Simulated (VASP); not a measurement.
Wanted: the native input for a VASP 6.6.1 run.

```yaml
Task: single point
Functional: PBEsol
Potentials_or_basis: VASP PAW PBE potentials, release 64 (Au, Ti_sv)
Cutoff: 500 eV
k_mesh: 5 × 5 × 5
Occupations: fermi-dirac, width 0.1 eV
Spin: no spin polarisation
Dipole_correction: no
Further_INCAR_settings: ALGO = Normal; EDIFF = 1e-06; NBANDS = 24
```

The structure of Ti2Au lies in POSCAR:

```
Ti2Au
1.0
    0.0000000000      2.9470752800      2.9470752800
    2.9470752800      0.0000000000      2.9470752800
    2.9470752800      2.9470752800      0.0000000000
Au Ti
1 2
Direct
    0.0000000000      0.0000000000      0.0000000000
    0.2500000000      0.2500000000      0.2500000000
    0.7500000000      0.7500000000      0.7500000000
```

The input as run:

INCAR

```
ALGO = Normal ; EDIFF = 1E-6
ENCUT = 500 ; GGA = PS
GGA_COMPAT = False ; ISIF = 2
ISMEAR = -1 ; LASPH = True
LCHARG = False ; LREAL = False
LWAVE = False ; NBANDS = 24
NELM = 120 ; PREC = Accurate
SIGMA = 0.1
```

KPOINTS

```
k-points
0
Gamma
  5 5 5
```

Potentials or basis: VASP PAW PBE potentials, release 64 (Au, Ti_sv).

Launch:

```sh
$ cat potpaw_PBE.64/Au/POTCAR potpaw_PBE.64/Ti_sv/POTCAR > POTCAR
$ mpirun -np 1 vasp_std > vasp.out
```

It gave:

The pressure is 21.0 GPa.

Caveat: the k points lie up to 0.37 Å⁻¹ apart; the PAW data sets were made with another functional, which shifts forces and pressure a little.

It took 16 s on 1 thread of Intel Xeon 6975P-C (shared host), peak memory 0.17 GiB.
